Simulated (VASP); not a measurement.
Wanted: the native input for a VASP 6.6.1 run.

```yaml
Task: single point
Functional: LDA
Potentials_or_basis: VASP PAW LDA potentials, release 64 (Ga_d, As)
Cutoff: 500 eV
k_mesh: 11 × 11 × 11
Occupations: fermi-dirac, width 0.05 eV
Spin: no spin polarisation
Dipole_correction: no
Further_INCAR_settings: ALGO = Normal; EDIFF = 1e-06; NBANDS = 16
```

The structure of GaAs lies in POSCAR:

```
GaAs
1.0
    0.0000000000      2.8268500000      2.8268500000
    2.8268500000      0.0000000000      2.8268500000
    2.8268500000      2.8268500000      0.0000000000
Ga As
1 1
Direct
    0.0000000000      0.0000000000      0.0000000000
    0.7500000000      0.7500000000      0.7500000000
```

The input as run:

INCAR

```
SYSTEM = GaAs
ALGO = Normal ; EDIFF = 1E-6
ENCUT = 500 ; GGA_COMPAT = .False.
ISIF = 2 ; ISMEAR = -1
LASPH = .True. ; LCHARG = .False.
LREAL = .False. ; LWAVE = .False.
NBANDS = 16 ; NELM = 120
PREC = Accurate ; SIGMA = 0.05
```

KPOINTS

```
k-points
0
Gamma
  11 11 11
  0 0 0
```

Potentials or basis: VASP PAW LDA potentials, release 64 (Ga_d, As).

Run with:

```console
$ cat potpaw_LDA.64/Ga_d/POTCAR potpaw_LDA.64/As/POTCAR > POTCAR
$ mpirun -np 1 vasp_std > vasp.out
```

It gave:

* Pressure: -1.6 GPa
* Band gap on the k mesh: 0.33 eV, direct

Run time: 20 s on 1 thread of Intel(R) Xeon(R) 6975P-C (Granite Rapids), on a shared host, peak memory 0.17 GiB.
